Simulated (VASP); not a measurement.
A run of VASP 6.6.1:

The input INCAR:

```
SYSTEM = NaF
  PREC = Accurate
  ENCUT = 600
  EDIFF = 1E-8
  ISMEAR = 0
  SIGMA = 0.01
  LREAL = .False.
  LASPH = .True.
  NELM = 100
  ALGO = Normal
  ISIF = 3
  LWAVE = .False.
  LCHARG = .False.
  GGA = PS
  IBRION = 6
  NFREE = 2
  POTIM = 0.015
  NSW = 1
```

File KPOINTS:

```
Automatic mesh
0
Gamma
  8 8 8
  0 0 0
```

POSCAR

```
NaF
1.0
    0.0000000000      2.3145907711      2.3145907711
    2.3145907711      0.0000000000      2.3145907711
    2.3145907711      2.3145907711      0.0000000000
Na F
1 1
Direct
    0.0000000000      0.0000000000      0.0000000000
    0.5000000000      0.5000000000      0.5000000000
```

Potentials or basis: VASP PAW PBE potentials, release 64 (Na_pv, F).

Launch:

```console
$ cat potpaw_PBE.64/Na_pv/POTCAR potpaw_PBE.64/F/POTCAR > POTCAR
$ mpirun -np 1 vasp_std > vasp.out
```

Hardware: 1 thread of Intel(R) Xeon(R) Platinum 8259CL CPU @ 2.50GHz (Skylake/Cascade Lake), on a shared host.

Q: Estimate the wall time of this run.

A: Run time: 4.6 min on 1 thread of Intel(R) Xeon(R) Platinum 8259CL CPU @ 2.50GHz (Skylake/Cascade Lake) (shared host), peak memory 0.22 GiB. Counts: scf iterations 170, k points 29.
